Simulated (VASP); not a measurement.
# CsSnI3 (Pm-3m) in VASP: a series of runs

The runs below take CsSnI3 through single point, with r2SCAN.

Everything below comes from runs of VASP 6.6.1. Logs are shortened: lines on timing, memory, paths and dates and some standing lists are left out, and cuts for length are marked.

## Step 1: The cell of the first run

It takes space group Pm-3m (No. 221, cubic). Conventional cell: a = 6.178 Å, b = 6.178 Å, c = 6.178 Å, α = 90.00°, β = 90.00°, γ = 90.00°. Within 5.7 Å of Cs (site symmetry m-3m) lie 12 I at 4.37 Å and 8 Sn at 5.35 Å. Sn (site symmetry m-3m) has 6 I at 3.09 Å within 4.1 Å. Within 4.1 Å of I (site symmetry 4/mmm) lie 2 Sn at 3.09 Å.

## Step 2: Single point, r2SCAN (47.17 Å³/atom)

The input, POSCAR:

```
CsSnI3
1.0
    6.1784411261      0.0000000000      0.0000000000
    0.0000000000      6.1784411261      0.0000000000
    0.0000000000      0.0000000000      6.1784411261
Cs Sn I
1 1 3
Direct
    0.0000000000      0.0000000000      0.0000000000
    0.5000000000      0.5000000000      0.5000000000
    0.5000000000      0.5000000000      0.0000000000
    0.5000000000      0.0000000000      0.5000000000
    0.0000000000      0.5000000000      0.5000000000
```

The input, INCAR.step1:

```
PREC = Accurate ; ENCUT = 520
ISMEAR = 0 ; SIGMA = 0.01
LREAL = F ; LASPH = T
NELM = 80 ; NBANDS = 30
GGA = PE ; ALGO = Normal
EDIFF = 1E-4 ; LWAVE = T
LCHARG = F
```

The input, INCAR.step2:

```
PREC = Accurate ; ENCUT = 520
EDIFF = 1E-6 ; ISMEAR = 0
SIGMA = 0.01 ; LREAL = F
LASPH = T ; NELM = 80
ALGO = Normal ; ISIF = 2
LWAVE = F ; LCHARG = F
METAGGA = R2SCAN ; LMIXTAU = T
NBANDS = 30 ; ISTART = 1
```

The input, KPOINTS:

```
Automatic mesh
0
Gamma
  4 4 4
```

Potentials or basis: VASP PAW PBE potentials, release 64 (Cs_sv, Sn_d, I).

Command:

```bash
cat potpaw_PBE.64/Cs_sv/POTCAR potpaw_PBE.64/Sn_d/POTCAR potpaw_PBE.64/I/POTCAR > POTCAR
cp INCAR.step1 INCAR
mpirun -np 1 vasp_std > vasp.out
cp INCAR.step2 INCAR
mpirun -np 1 vasp_std > vasp.out
```

OUTCAR:

```text
PREC = Accurate
   ENCUT = 520
   EDIFF = 1E-6
   ISMEAR = 0
   LREAL = F
   LASPH = T
   NELM = 80
   ISIF = 2
   METAGGA = R2SCAN
   ISTART = 1

 ion  position               nearest neighbor table
   1  0.000  0.000  0.000-
   2  0.500  0.500  0.500-   3 3.09   4 3.09   5 3.09   3 3.09   4 3.09   5 3.09
   3  0.500  0.500  0.000-   2 3.09   2 3.09
   4  0.500  0.000  0.500-   2 3.09   2 3.09
   5  0.000  0.500  0.500-   2 3.09   2 3.09

  LATTYP: Found a simple cubic cell.
 ALAT       =     6.1784411261

  Lattice vectors:

 A1 = (   6.1784411261,   0.0000000000,   0.0000000000)
 A2 = (   0.0000000000,   6.1784411261,   0.0000000000)
 A3 = (   0.0000000000,   0.0000000000,   6.1784411261)

Analysis of symmetry for initial positions (statically):
=====================================================================
 Subroutine PRICEL returns:
 Original cell was already a primitive cell.

 Routine SETGRP: Setting up the symmetry group for a
 simple cubic supercell.

 Subroutine GETGRP returns: Found 48 space group operations
 (whereof 48 operations were pure point group operations)
 out of a pool of 48 trial point group operations.

The static configuration has the point symmetry O_h .

Analysis of symmetry for dynamics (positions and initial velocities):
=====================================================================
 Subroutine PRICEL returns:
 Original cell was already a primitive cell.

 Routine SETGRP: Setting up the symmetry group for a
 simple cubic supercell.

 Subroutine GETGRP returns: Found 48 space group operations
 (whereof 48 operations were pure point group operations)
 out of a pool of 48 trial point group operations.

The dynamic configuration has the point symmetry O_h .

 Subroutine INISYM returns: Found 48 space group operations
 (whereof 48 operations are pure point group operations),
 and found     1 'primitive' translations

----------------------------------------------------------------------------------------

                                     Primitive cell

  volume of cell :     235.8505

  direct lattice vectors                    reciprocal lattice vectors
     6.178441126  0.000000000  0.000000000     0.161853124  0.000000000  0.000000000
     0.000000000  6.178441126  0.000000000     0.000000000  0.161853124  0.000000000
     0.000000000  0.000000000  6.178441126     0.000000000  0.000000000  0.161853124

  length of vectors
     6.178441126  6.178441126  6.178441126     0.161853124  0.161853124  0.161853124

  position of ions in fractional coordinates (direct lattice)
     0.000000000  0.000000000  0.000000000
     0.500000000  0.500000000  0.500000000
     0.500000000  0.500000000  0.000000000
     0.500000000  0.000000000  0.500000000
     0.000000000  0.500000000  0.500000000

  ion indices of the primitive-cell ions
   primitive index   ion index
                 1           1
                 2           2
                 3           3
                 4           4
                 5           5

----------------------------------------------------------------------------------------

 KPOINTS: Automatic mesh

Automatic generation of k-mesh.
 Grid dimensions read from file:
 generate k-points for:    4    4    4

 Generating k-lattice:

  Cartesian coordinates                     Fractional coordinates (reciprocal lattice)
     0.040463281  0.000000000  0.000000000     0.250000000  0.000000000  0.000000000
     0.000000000  0.040463281  0.000000000     0.000000000  0.250000000  0.000000000
     0.000000000  0.000000000  0.040463281     0.000000000  0.000000000  0.250000000

  Length of vectors
     0.040463281  0.040463281  0.040463281

  Shift w.r.t. Gamma in fractional coordinates (k-lattice)
     0.000000000  0.000000000  0.000000000

 Subroutine IBZKPT returns following result:
 ===========================================

 Found     10 irreducible k-points:

 Following reciprocal coordinates:
            Coordinates               Weight
  0.000000  0.000000  0.000000      1.000000
  0.250000  0.000000  0.000000      6.000000
  0.500000  0.000000  0.000000      3.000000
  0.250000  0.250000  0.000000     12.000000
  0.500000  0.250000  0.000000     12.000000
  0.500000  0.500000  0.000000      3.000000
  0.250000  0.250000  0.250000      8.000000
  0.500000  0.250000  0.250000     12.000000
  0.500000  0.500000  0.250000      6.000000
  0.500000  0.500000  0.500000      1.000000
   k-points           NKPTS =     10   k-points in BZ     NKDIM =     10   number of bands    NBANDS=     30
   number of dos      NEDOS =    301   number of ions     NIONS =      5
   total plane-waves  NPLWV = 110592
   dimension x,y,z NGX =    48 NGY =   48 NGZ =   48
   dimension x,y,z NGXF=    96 NGYF=   96 NGZF=   96
   ions per type =               1   1   3
   NGX,Y,Z   is equivalent  to a cutoff of  12.92, 12.92, 12.92 a.u.
   NGXF,Y,Z  is equivalent  to a cutoff of  25.83, 25.83, 25.83 a.u.
 SYSTEM =  unknown system
   PREC   = accura    normal or accurate (medium, high low for compatibility)
   ISTART =      1    job   : 0-new  1-cont  2-samecut
   ICHARG =      0    charge: 1-file 2-atom 10-const
   ISPIN  =      1    spin polarized calculation?
   LNONCOLLINEAR =      F non collinear calculations
   LSORBIT =      F    spin-orbit coupling
   LASPH  =      T    aspherical Exc in radial PAW
   ENCUT  =  520.0 eV  38.22 Ry    6.18 a.u.  11.49 11.49 11.49*2*pi/ulx,y,z
   NELM   =     80;   NELMIN=  2; NELMDL=  0     # of ELM steps
   EDIFF  = 0.1E-05   stopping-criterion for ELM
   LREAL  =      F    real-space projection
   EDIFFG = 0.1E-04   stopping-criterion for IOM
   NSW    =      0    number of steps for IOM
   IBRION =     -1    ionic relax: 0-MD 1-quasi-New 2-CG
   NFREE  =      0    steps in history (QN), initial steepest desc. (CG)
   ISIF   =      2    stress and relaxation
   ISYM   =      2    0-nonsym 1-usesym 2-fastsym
   POTIM  = 0.5000    time-step for ionic-motion
   TEBEG  =    0.0;   TEEND  =   0.0 temperature during run
   PSTRESS=    0.0 pullay stress
   NELECT =      44.0000    total number of electrons
   NUPDOWN=      -1.0000    fix difference up-down
   EMIN   =  10.00;   EMAX   =-10.00  energy-range for DOS
   EFERMI =   0.00;   METHOD = LEGACY
   ISMEAR =     0;   SIGMA  =   0.01  broadening in eV -4-tet -1-fermi 0-gaus
   EFERMI_NEDOS =   21; number of points for ismear=-14 and -15
   IALGO  =     38    algorithm
   IMIX   =      4    mixing-type and parameters
     AMIX     =   0.40;   BMIX     =  1.00
     AMIX_MAG =   1.60;   BMIX_MAG =  1.00
  volume/ion in A,a.u.               =      47.17       318.32
  Fermi-wavevector in a.u.,A,eV,Ry     =   0.935435  1.767715 11.905616  0.875038
  Thomas-Fermi vector in A             =   2.062342
   LORBIT       =      0    0 simple, 1 ext, 2 COOP (PROOUT), +10 PAW based schemes
   METAGGA = R2SCAN    functional components
   LHFCALC =     F    Hartree Fock is set to
   AEXX    =    0.0000 exact exchange contribution
   IVDW    =     0    specifies the selected vdW correction
   LEPSILON=     F    determine dielectric tensor
   LRPA    =     F    only Hartree local field effects (RPA)
 non-spin polarized calculation
 Gauss-broadening in eV      SIGMA  =   0.01
  energy-cutoff  :      520.00
  volume of cell :      235.85
 maximum number of plane-waves:      6382
 NGX is ok and might be reduce to    48
   NGX = 23   NGY = 23   NGZ = 23

 number of electron      43.9999991 magnetization

 Free energy of the ion-electron system (eV)
  ---------------------------------------------------
  ext. energy  EPLUGINS =         0.00000000
  ---------------------------------------------------
  free energy    TOTEN  =      -128.61755135 eV

  energy without entropy =     -128.61755135  energy(sigma->0) =     -128.61755135

 E-fermi :   3.1146     XC(G=0):  -7.9637

 val. band max:        3.0272170144   @ k =   0.5000   0.5000   0.5000
 cond. band min:       3.3843789020   @ k =   0.5000   0.5000   0.5000
 fundamental gap:      0.3571618876
 Fermi energy:         3.1146100439

 k-point     1 :       0.0000    0.0000    0.0000
  band No.  band energies     occupation
      1     -20.1700      2.00000
      2     -19.9983      2.00000
      3     -19.9983      2.00000
      4     -19.9692      2.00000
      5     -19.9692      2.00000
      6     -19.9692      2.00000
[... 22 lines left out ...]
     29       7.9957      0.00000
     30       7.9957      0.00000

 k-point     2 :       0.2500    0.0000    0.0000
  band No.  band energies     occupation
      1     -20.1697      2.00000
      2     -19.9983      2.00000
      3     -19.9973      2.00000
      4     -19.9693      2.00000
      5     -19.9693      2.00000
      6     -19.9692      2.00000
[... 22 lines left out ...]
     29       7.1396      0.00000
     30       7.8933      0.00000

 k-point     3 :       0.5000    0.0000    0.0000
  band No.  band energies     occupation
      1     -20.1695      2.00000
      2     -19.9983      2.00000
      3     -19.9963      2.00000
      4     -19.9694      2.00000
      5     -19.9694      2.00000
      6     -19.9692      2.00000
[... 22 lines left out ...]
     29       7.5964      0.00000
     30       7.5964      0.00000

 k-point     4 :       0.2500    0.2500    0.0000
  band No.  band energies     occupation
      1     -20.1695      2.00000
      2     -19.9978      2.00000
      3     -19.9968      2.00000
      4     -19.9694      2.00000
      5     -19.9693      2.00000
      6     -19.9693      2.00000
[... 154 lines left out ...]
     29       7.7868      0.00000
     30       7.8748      0.00000

 k-point     9 :       0.5000    0.5000    0.2500
  band No.  band energies     occupation
      1     -20.1689      2.00000
      2     -19.9963      2.00000
      3     -19.9953      2.00000
      4     -19.9695      2.00000
      5     -19.9695      2.00000
      6     -19.9695      2.00000
[... 22 lines left out ...]
     29       7.5392      0.00000
     30       8.1130      0.00000

 k-point    10 :       0.5000    0.5000    0.5000
  band No.  band energies     occupation
      1     -20.1686      2.00000
      2     -19.9953      2.00000
      3     -19.9953      2.00000
      4     -19.9695      2.00000
      5     -19.9695      2.00000
      6     -19.9695      2.00000
[... 22 lines left out ...]
     29       7.2284      0.00000
     30       8.4621      0.00000

------------------------ aborting loop because EDIFF is reached ----------------------------------------

  FORCE on cell =-STRESS in cart. coord.  units (eV):
  Direction    XX          YY          ZZ          XY          YZ          ZX
  --------------------------------------------------------------------------------------
  -------------------------------------------------------------------------------------
  Total        0.8521919      0.8521919      0.8521919     -0.0000000     -0.0000000      0.0000000
  in kB        5.7891028      5.7891028      5.7891028     -0.0000000     -0.0000000      0.0000000
  external PRESSURE =       5.7891028 kB  Pullay stress =       0.0000000 kB

 VOLUME and BASIS-vectors are now :
 -----------------------------------------------------------------------------
  energy-cutoff  :      520.00
  volume of cell :      235.85
      direct lattice vectors                 reciprocal lattice vectors
     6.178441126  0.000000000  0.000000000     0.161853124  0.000000000  0.000000000
     0.000000000  6.178441126  0.000000000     0.000000000  0.161853124  0.000000000
     0.000000000  0.000000000  6.178441126     0.000000000  0.000000000  0.161853124

 POSITION                                       TOTAL-FORCE (eV/Angst)
 -----------------------------------------------------------------------------------
      0.00000      0.00000      0.00000         0.000000      0.000000      0.000000
      3.08922      3.08922      3.08922         0.000000      0.000000      0.000000
      3.08922      3.08922      0.00000         0.000000      0.000000      0.000000
      3.08922      0.00000      3.08922         0.000000      0.000000      0.000000
      0.00000      3.08922      3.08922         0.000000      0.000000      0.000000
 -----------------------------------------------------------------------------------
    total drift:                                0.000000     -0.000000     -0.000000

  FREE ENERGIE OF THE ION-ELECTRON SYSTEM (eV)
  ---------------------------------------------------
  free  energy   TOTEN  =      -128.6175513502 eV

  energy  without entropy=     -128.6175513502  energy(sigma->0) =     -128.61755135
```

Wall time 8.4 min (1 thread of Intel Xeon 8259CL, shared host); peak memory 0.41 GiB.

What came out:

```
Free energy            : -128.6176 eV
Pressure               : 0.6 GPa
Band gap on the k mesh : 0.36 eV
```

Caveat: semilocal functionals underestimate gaps, and a narrow one can read as zero; the PAW data sets were made with another functional, which shifts forces and pressure a little; spin-orbit coupling is left out, which moves the levels of the heavy elements. A k mesh can miss the band edges.

[end of part 1 of 2]
